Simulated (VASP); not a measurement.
CdS: single point with PBE-based screened hybrid with 10 % exact exchange

The system is CdS.

```xyz
2
Lattice="0.0000 2.9392 2.9392 2.9392 0.0000 2.9392 2.9392 2.9392 0.0000" Properties=species:S:1:pos:R:3 pbc="T T T"
Cd    0.0000    0.0000    0.0000
S     1.4696    1.4696    1.4696
```

| Item | Value |
| --- | --- |
| Program | VASP 6.6.1 |
| Task | single point |
| Functional | PBE-based screened hybrid with 10 % exact exchange |
| Potentials or basis | VASP PAW PBE potentials, release 64 (Cd, S) |
| Cutoff | 520 eV |
| k mesh | 4 × 4 × 4 |
| Occupations | gaussian, width 0.01 eV |
| Spin | no spin polarisation |

The pressure is 1.4 GPa and the band gap on the k mesh is 1.41 eV.

Levels at points of the mesh, in eV from the valence-band top:
| k point | band 6 | band 7 | band 8 | band 9 | band 10 | band 11 | band 12 | band 13 |
| --- | --- | --- | --- | --- | --- | --- | --- | --- |
| (0.00, 0.00, 0.00) | -7.64 | 0.00 | 0.00 | 0.00 | 1.41 | 6.91 | 6.91 | 6.91 |
| (0.50, 0.00, 0.00) | -7.27 | -4.36 | -0.74 | -0.74 | 3.32 | 7.36 | 7.36 | 7.79 |
| (0.50, 0.50, 0.00) | -7.20 | -3.94 | -1.84 | -1.84 | 3.85 | 4.67 | 9.55 | 11.12 |

Wall time 6.5 min on 1 thread of AMD EPYC 7R13 Processor (Zen 3), with other jobs on the host, peak memory 0.25 GiB.

Caveat: the k points lie up to 0.46 Å⁻¹ apart; the PAW data sets were made with another functional, which shifts forces and pressure a little.
